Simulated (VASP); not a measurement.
Here is a VASP 6.6.1 calculation.

The input POSCAR:

```
Li
1.0
    4.9072808909      0.0000000000      0.0000000000
   -2.4536354875      4.2498228350      0.0000000000
    0.0000000000      0.0000000000      2.8645628858
Li
3
Direct
    0.0000000000      0.0000000000      0.0000000000
    0.6666666667      0.3333333333      0.5000000000
    0.3333333333      0.6666666667      0.5000000000
```

The input INCAR.step1:

```
PREC     = Accurate       # precision mode
ENCUT    = 520            # plane-wave cutoff, eV
ISMEAR   = 1              # smearing method
SIGMA    = 0.1            # smearing width, eV
LREAL    = F              # projectors in reciprocal space
LASPH    = T              # aspherical terms in the spheres
NELM     = 80             # most SCF steps
NBANDS   = 12             # bands
GGA      = PE             # functional
ALGO     = Normal         # electronic algorithm
EDIFF    = 1E-4           # SCF threshold, eV
LWAVE    = T              # write WAVECAR
LCHARG   = F              # write CHGCAR
```

The input INCAR.step2:

```
PREC     = Accurate       # precision mode
ENCUT    = 520            # plane-wave cutoff, eV
EDIFF    = 1E-6           # SCF threshold, eV
ISMEAR   = 1              # smearing method
SIGMA    = 0.1            # smearing width, eV
LREAL    = F              # projectors in reciprocal space
LASPH    = T              # aspherical terms in the spheres
NELM     = 80             # most SCF steps
ALGO     = Normal         # electronic algorithm
ISIF     = 2              # what is computed and relaxed
LWAVE    = F              # write WAVECAR
LCHARG   = T              # write CHGCAR
METAGGA  = R2SCAN         # meta-GGA
LMIXTAU  = T            
LELF     = T              # ELF
LVHAR    = T            
NBANDS   = 12             # bands
ISTART   = 1
```

The input KPOINTS:

```
regular mesh
0
Gamma
  7 7 10
```

Potentials or basis: VASP PAW PBE potentials, release 64 (Li_sv).

Launch:

```sh
$ cat potpaw_PBE.64/Li_sv/POTCAR > POTCAR
$ cp INCAR.step1 INCAR
$ mpirun -np 1 vasp_std > vasp.out
$ cp INCAR.step2 INCAR
$ mpirun -np 1 vasp_std > vasp.out
```

(1) Predict the band gap on the k mesh.

Results:

(1) zero (an odd number of electrons rules out a gap without spin polarisation).
